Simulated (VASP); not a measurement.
Set up this calculation in VASP 6.6.1, as the native input.

* Task: single point
* Functional: PBE
* Dispersion: D3(BJ)
* Potentials or basis: VASP PAW PBE potentials, release 64 (Te, Pt)
* Cutoff: 500 eV
* k mesh: 12 × 12 × 8
* Occupations: gaussian, width 0.1 eV
* Spin: no spin polarisation
* Dipole correction: no
* Further INCAR settings: ALGO = Normal; EDIFF = 1e-06; NBANDS = 18

The structure of Te2Pt lies in POSCAR:

```
Te2Pt
1.0
    4.0718297146      0.0000000000      0.0000000000
   -2.0359148573      3.5263079727      0.0000000000
    0.0000000000      0.0000000000      5.1958317963
Te Pt
2 1
Direct
    0.3333333333      0.6666666667      0.2620916962
    0.6666666667      0.3333333333      0.7379083038
    0.0000000000      0.0000000000      0.0000000000
```

The input as run:

INCAR

```
SYSTEM = Te2Pt
  PREC = Accurate
  ENCUT = 500
  EDIFF = 1E-6
  ISMEAR = 0
  SIGMA = 0.1
  LREAL = .FALSE.
  LASPH = .TRUE.
  NELM = 120
  ALGO = Normal
  ISIF = 2
  LWAVE = .FALSE.
  LCHARG = .TRUE.
  GGA = PE
  IVDW = 12
  LELF = .TRUE.
  LVHAR = .TRUE.
  NBANDS = 18
  GGA_COMPAT = .FALSE.
```

KPOINTS

```
Automatic mesh
0
G
  12 12 8
  0 0 0
```

Potentials or basis: VASP PAW PBE potentials, release 64 (Te, Pt).

Run with:

```bash
$ cat potpaw_PBE.64/Te/POTCAR potpaw_PBE.64/Pt/POTCAR > POTCAR
$ mpirun -np 1 vasp_std > vasp.out
```

Results of the run:

The pressure is -1.9 GPa. The largest force is 0.006 eV/Å. The band gap on the k mesh is zero (bands 11 and 12 overlap by 1.26 eV). The dispersion energy per atom is -0.549 eV.

Caveat: spin-orbit coupling is left out, which moves the levels of the heavy elements.

Run time: 77 s on 1 thread of AMD EPYC 9R45 (Zen 5), on a shared host, peak memory 0.28 GiB.
